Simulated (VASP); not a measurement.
# BaTiO3 (P1) in VASP: single point with r2SCAN

Aim: the single point of BaTiO3 with r2SCAN.

All numbers are computed with VASP 6.6.1; they aren't measurements. Logs are shortened: lines on timing, memory, paths and dates and some standing lists are left out, and cuts for length are marked.

## 1. The cell of the first run

The typed cell holds 20 atoms: a = 3.972 Å, b = 7.945 Å, c = 8.224 Å, α = 90.00°, β = 90.00°, γ = 90.00°.

## 2. Single point, r2SCAN

Input file POSCAR:

```
BaTiO3
1.0
    3.9723652526      0.0000000000      0.0000000000
    0.0000000000      7.9447305053      0.0000000000
    0.0000000000      0.0000000000      8.2244571252
Ba Ti O
4 4 12
Direct
   -0.0259671489      0.0173721437     -0.0151358318
    0.0167527394     -0.0018004387      0.5134521265
    0.0259356815      0.4982403113     -0.0006515932
   -0.0255726736      0.5075153899      0.4943515345
    0.5187410696      0.2210588514      0.2429357913
    0.4755464012      0.2513644734      0.7339291710
    0.4844602340      0.7439468206      0.2372334089
    0.4589741587      0.7501946096      0.7439986502
    0.4880465105      0.2341183252      0.0168345458
    0.5869936050     -0.0016336615      0.2671646246
    0.0437185377      0.2300070467      0.2722708582
    0.5197762211      0.2621990763      0.5158527712
    0.5109985792     -0.0157058820      0.7423418843
    0.0199100523      0.2354967231      0.7526501635
    0.4864280793      0.7593966839      0.0055877244
    0.5477990722      0.5125311673      0.2526403832
    0.0157150705      0.7617800246      0.2619087153
    0.5115322662      0.7358034355      0.5086637253
    0.5201709482      0.4787694180      0.7780986517
    0.0112139738      0.7242084544      0.7502599753
```

Input file INCAR.step1:

```
PREC = Accurate ; ENCUT = 520
ISMEAR = -1 ; SIGMA = 0.086
LREAL = Auto ; LASPH = T
NELM = 60 ; NBANDS = 96
GGA = PE ; ALGO = Normal
EDIFF = 1E-4 ; LWAVE = T
LCHARG = F
```

Input file INCAR.step2:

```
PREC = Accurate ; ENCUT = 520
EDIFF = 1E-6 ; ISMEAR = -1
SIGMA = 0.086 ; LREAL = Auto
LASPH = T ; NELM = 60
ALGO = Normal ; ISIF = 2
LWAVE = F ; LCHARG = F
METAGGA = R2SCAN ; LMIXTAU = T
NBANDS = 96 ; ISTART = 1
```

Input file KPOINTS:

```
Automatic mesh
0
Gamma
  4 2 2
```

Potentials or basis: VASP PAW PBE potentials, release 64 (Ba_sv, Ti_sv, O).

On the command line:

```
$ cat potpaw_PBE.64/Ba_sv/POTCAR potpaw_PBE.64/Ti_sv/POTCAR potpaw_PBE.64/O/POTCAR > POTCAR
$ cp INCAR.step1 INCAR
$ mpirun -np 1 vasp_std > vasp.out
$ cp INCAR.step2 INCAR
$ mpirun -np 1 vasp_std > vasp.out
```

OUTCAR:

```text
PREC = Accurate
   ENCUT = 520
   EDIFF = 1E-6
   ISMEAR = -1
   LREAL = Auto
   LASPH = T
   NELM = 60
   ISIF = 2
   METAGGA = R2SCAN
   ISTART = 1

 ion  position               nearest neighbor table
   1  0.974  0.017  0.985-  14 2.59   9 2.60   9 2.68  13 2.73  10 2.79  15 2.83  15 2.89  11 2.92
                            13 2.93  20 3.03  17 3.06   5 3.22   6 3.41   6 3.42   5 3.44   8 3.48
   2  0.017  0.998  0.513-  10 2.65  11 2.71  13 2.72  14 2.72  13 2.76  17 2.79  18 2.87  12 2.88
                            18 2.89  12 2.90  20 2.92  10 3.04   8 3.25   6 3.26   6 3.46   5 3.46
   3  0.026  0.498  0.999-  19 2.68  19 2.72  20 2.72  15 2.77   9 2.79  16 2.82  14 2.91  16 2.94
                            15 2.98   9 3.00  17 3.01  11 3.10   7 3.31   8 3.37   6 3.44   7 3.50
   4  0.974  0.508  0.494-  18 2.59  16 2.61  12 2.66  20 2.72  17 2.79  18 2.80  11 2.88  12 2.92
                            19 2.96  16 3.02  14 3.04  19 3.19   8 3.41   7 3.43   6 3.46   6 3.46
   5  0.519  0.221  0.243-  10 1.80   9 1.87  11 1.90  11 2.10  12 2.27  16 2.32   1 3.22   1 3.44
                             2 3.46   2 3.47   3 3.56   4 3.57   3 3.59   4 3.76
   6  0.476  0.251  0.734-  12 1.80  14 1.82  19 1.85  13 2.13  14 2.17   9 2.33   2 3.26   1 3.41
                             1 3.42   3 3.44   4 3.46   2 3.46   4 3.46   3 3.66
   7  0.484  0.744  0.237-  16 1.86  17 1.88  15 1.91  10 2.08  17 2.12  18 2.24   3 3.31   4 3.43
                             4 3.48   3 3.50   2 3.56   1 3.58   1 3.62   2 3.70
   8  0.459  0.750  0.744-  20 1.79  13 1.87  18 1.95  15 2.16  19 2.19  20 2.20   2 3.25   3 3.37
                             4 3.41   4 3.48   1 3.48   2 3.52   1 3.55   3 3.67
   9  0.488  0.234  0.017-   5 1.87   6 2.33   1 2.60   1 2.68   3 2.79   3 3.00
  10  0.587  0.998  0.267-   5 1.80   7 2.08   2 2.65   1 2.79   2 3.04
  11  0.044  0.230  0.272-   5 1.90   5 2.10   2 2.71   4 2.88   1 2.92   3 3.10
  12  0.520  0.262  0.516-   6 1.80   5 2.27   4 2.66   2 2.88   2 2.90   4 2.92
  13  0.511  0.984  0.742-   8 1.87   6 2.13   2 2.72   1 2.73   2 2.76   1 2.93
  14  0.020  0.235  0.753-   6 1.82   6 2.17   1 2.59   2 2.72   3 2.91   4 3.04
  15  0.486  0.759  0.006-   7 1.91   8 2.16   3 2.77   1 2.83   1 2.89   3 2.98
  16  0.548  0.513  0.253-   7 1.86   5 2.32   4 2.61   3 2.82   3 2.94   4 3.02
  17  0.016  0.762  0.262-   7 1.88   7 2.12   4 2.79   2 2.79   3 3.01   1 3.06
  18  0.512  0.736  0.509-   8 1.95   7 2.24   4 2.59   4 2.80   2 2.87   2 2.89
  19  0.520  0.479  0.778-   6 1.85   8 2.19   3 2.68   3 2.72   4 2.96   4 3.19
  20  0.011  0.724  0.750-   8 1.79   8 2.20   4 2.72   3 2.72   2 2.92   1 3.03

  LATTYP: Found a simple orthorhombic cell.
 ALAT       =     3.9723652526
 B/A-ratio  =     2.0000000000
 C/A-ratio  =     2.0704181520

  Lattice vectors:

 A1 = (   3.9723652526,   0.0000000000,   0.0000000000)
 A2 = (   0.0000000000,   7.9447305053,   0.0000000000)
 A3 = (   0.0000000000,   0.0000000000,   8.2244571252)

Analysis of symmetry for initial positions (statically):
=====================================================================
 Subroutine PRICEL returns:
[... 162 lines left out ...]
   EFERMI_NEDOS =   21; number of points for ismear=-14 and -15
   IALGO  =     38    algorithm
   IMIX   =      4    mixing-type and parameters
     AMIX     =   0.40;   BMIX     =  1.00
     AMIX_MAG =   1.60;   BMIX_MAG =  1.00
  volume/ion in A,a.u.               =      12.98        87.58
  Fermi-wavevector in a.u.,A,eV,Ry     =   1.393273  2.632905 26.411770  1.941210
  Thomas-Fermi vector in A             =   2.516935
   LORBIT       =      0    0 simple, 1 ext, 2 COOP (PROOUT), +10 PAW based schemes
   METAGGA = R2SCAN    functional components
   LHFCALC =     F    Hartree Fock is set to
   AEXX    =    0.0000 exact exchange contribution
   IVDW    =     0    specifies the selected vdW correction
   LEPSILON=     F    determine dielectric tensor
   LRPA    =     F    only Hartree local field effects (RPA)
 non-spin polarized calculation
  energy-cutoff  :      520.00
  volume of cell :      259.56
 maximum number of plane-waves:      7036
 NGX is ok and might be reduce to    30
   NGX = 15   NGY = 29   NGZ = 31

 number of electron     160.0000010 magnetization

 Free energy of the ion-electron system (eV)
  ---------------------------------------------------
  ext. energy  EPLUGINS =         0.00000000
  ---------------------------------------------------
  free energy    TOTEN  =      -295.57721044 eV

  energy without entropy =     -295.57721027  energy(sigma->0) =     -295.57721036

 E-fermi :   4.9322     XC(G=0): -11.8136

 val. band max:        3.6157806998   @ k =   0.5000   0.0000   0.0000
 cond. band min:       6.2433144621   @ k =   0.0000   0.0000   0.0000
 fundamental gap:      2.6275337623
 Fermi energy:         4.9322469194

 k-point     1 :       0.0000    0.0000    0.0000
  band No.  band energies     occupation
      1     -55.1925      2.00000
      2     -55.1459      2.00000
      3     -54.9526      2.00000
      4     -54.9421      2.00000
      5     -30.4775      2.00000
      6     -30.4422      2.00000
[... 1129 lines left out ...]
     91       8.0277      0.00000
     92       8.0762      0.00000
 [bands above 92 left out]

------------------------ aborting loop because EDIFF is reached ----------------------------------------

  FORCE on cell =-STRESS in cart. coord.  units (eV):
  Direction    XX          YY          ZZ          XY          YZ          ZX
  --------------------------------------------------------------------------------------
  -------------------------------------------------------------------------------------
  Total       11.5680433     10.8605265      4.3879996      0.1872022      0.0753548      1.3364489
  in kB       71.4060326     67.0387451     27.0857944      1.1555423      0.4651423      8.2494948
  external PRESSURE =      55.1768574 kB  Pullay stress =       0.0000000 kB

 VOLUME and BASIS-vectors are now :
 -----------------------------------------------------------------------------
  energy-cutoff  :      520.00
  volume of cell :      259.56
      direct lattice vectors                 reciprocal lattice vectors
     3.972365253  0.000000000  0.000000000     0.251739187  0.000000000  0.000000000
     0.000000000  7.944730505  0.000000000     0.000000000  0.125869594  0.000000000
     0.000000000  0.000000000  8.224457125     0.000000000  0.000000000  0.121588572

 POSITION                                       TOTAL-FORCE (eV/Angst)
 -----------------------------------------------------------------------------------
      3.86921      0.13802      8.09997         0.600593     -1.811170      0.738971
      0.06655      7.93043      4.22287        -0.315992     -0.501201     -0.998411
      0.10303      3.95839      8.21910        -0.609642     -0.235468      0.430139
      3.87078      4.03207      4.06577         0.872107     -0.539568     -0.106665
      2.06063      1.75625      1.99801        -0.557685      1.406998      0.571681
      1.88904      1.99702      6.03617         1.036425      0.725923      0.414108
[... 12 lines left out ...]
      2.06631      3.80369      6.39944        -0.179283      0.759092     -0.591244
      0.04455      5.75364      6.17048        -0.425644      0.668699      0.278030
 -----------------------------------------------------------------------------------
    total drift:                               -0.021536      0.007036      0.019993

  FREE ENERGIE OF THE ION-ELECTRON SYSTEM (eV)
  ---------------------------------------------------
  free  energy   TOTEN  =      -295.5772104449 eV

  energy  without entropy=     -295.5772102662  energy(sigma->0) =     -295.57721036
```

OSZICAR.step1:

```text
N       E                     dE             d eps       ncg     rms          rms(c)
DAV:   1     0.215611684871E+04    0.21561E+04   -0.79168E+04  2304   0.181E+03
DAV:   2     0.209372693438E+03   -0.19467E+04   -0.18457E+04  2432   0.526E+02
DAV:   3    -0.172489838105E+03   -0.38186E+03   -0.37231E+03  2904   0.216E+02
DAV:   4    -0.199290964712E+03   -0.26801E+02   -0.26726E+02  3288   0.606E+01
DAV:   5    -0.200916812660E+03   -0.16258E+01   -0.16251E+01  3632   0.123E+01    0.488E+01
DAV:   6    -0.158242299872E+03    0.42675E+02   -0.26134E+02  3480   0.825E+01    0.208E+01
DAV:   7    -0.159355948109E+03   -0.11136E+01   -0.58113E+01  3248   0.313E+01    0.139E+01
DAV:   8    -0.158681843043E+03    0.67411E+00   -0.63942E+00  3296   0.141E+01    0.511E+00
DAV:   9    -0.158705708304E+03   -0.23865E-01   -0.14819E+00  3344   0.498E+00    0.198E+00
DAV:  10    -0.158723124697E+03   -0.17416E-01   -0.23290E-01  3088   0.233E+00    0.152E+00
DAV:  11    -0.158703151874E+03    0.19973E-01   -0.95408E-02  3296   0.188E+00    0.520E-01
DAV:  12    -0.158699387138E+03    0.37647E-02   -0.20493E-02  3168   0.587E-01    0.136E-01
DAV:  13    -0.158699145783E+03    0.24135E-03   -0.29232E-03  2904   0.245E-01    0.679E-02
DAV:  14    -0.158699146655E+03   -0.87194E-06   -0.33076E-04  2064   0.949E-02
   1 F= -.15869915E+03 E0= -.15869915E+03  d E =-.141646E-05
```

It took 27 min on 1 thread of Intel Xeon 8259CL, shared host; peak memory 0.46 GiB.

Results:

| Quantity | Value |
| --- | --- |
| Free energy | -295.5772 eV |
| Pressure | 5.5 GPa |
| Largest force | 2.046 eV/Å |
| Band gap on the k mesh | 2.63 eV (least direct gap 2.88 eV) |

Forces on the atoms (eV/Å):
```
Ba   0.601 -1.811  0.739
Ba  -0.316 -0.501 -0.998
Ba  -0.610 -0.235  0.430
Ba   0.872 -0.540 -0.107
Ti  -0.558  1.407  0.572
Ti   1.036  0.726  0.414
Ti   0.247  0.056  0.365
Ti   1.539 -0.745 -0.483
O    0.556  0.163  0.341
O   -1.521 -0.141 -0.261
O   -0.048  0.677 -0.628
O   -0.238 -0.694 -0.527
O   -0.151  0.423  0.432
O   -0.677  0.286  0.029
O    0.270 -0.097  0.025
O   -0.720 -0.518 -0.592
O    0.909 -0.393 -0.546
O   -0.587  0.509  1.106
O   -0.179  0.759 -0.591
O   -0.426  0.669  0.278
```

Stress tensor (GPa, compression positive):
```
7.14 0.12 0.82
0.12 6.70 0.05
0.82 0.05 2.71
```

Levels at points of the mesh, in eV from the valence-band top:
```tsv
k point	band 78	band 79	band 80	band 81	band 82	band 83
(0.00, 0.00, 0.00)	-0.73	-0.70	-0.43	2.63	2.80	2.95
(0.50, 0.00, 0.00)	-0.36	-0.24	0.00	2.88	3.82	3.93
(0.00, 0.50, 0.00)	-0.83	-0.74	-0.54	2.76	2.81	3.12
(0.50, 0.50, 0.00)	-0.51	-0.42	-0.25	3.14	3.45	3.92
(0.00, 0.00, 0.50)	-0.86	-0.76	-0.64	3.00	3.04	3.17
(0.50, 0.00, 0.50)	-0.51	-0.45	-0.01	3.33	3.44	3.95
(0.00, 0.50, 0.50)	-0.84	-0.73	-0.58	3.08	3.14	3.23
(0.50, 0.50, 0.50)	-0.66	-0.55	-0.43	3.47	3.62	3.80
```

Caveat: the cell stands under pressure; the PAW data sets were made with another functional, which shifts forces and pressure a little; spin-orbit coupling is left out, which moves the levels of the heavy elements.
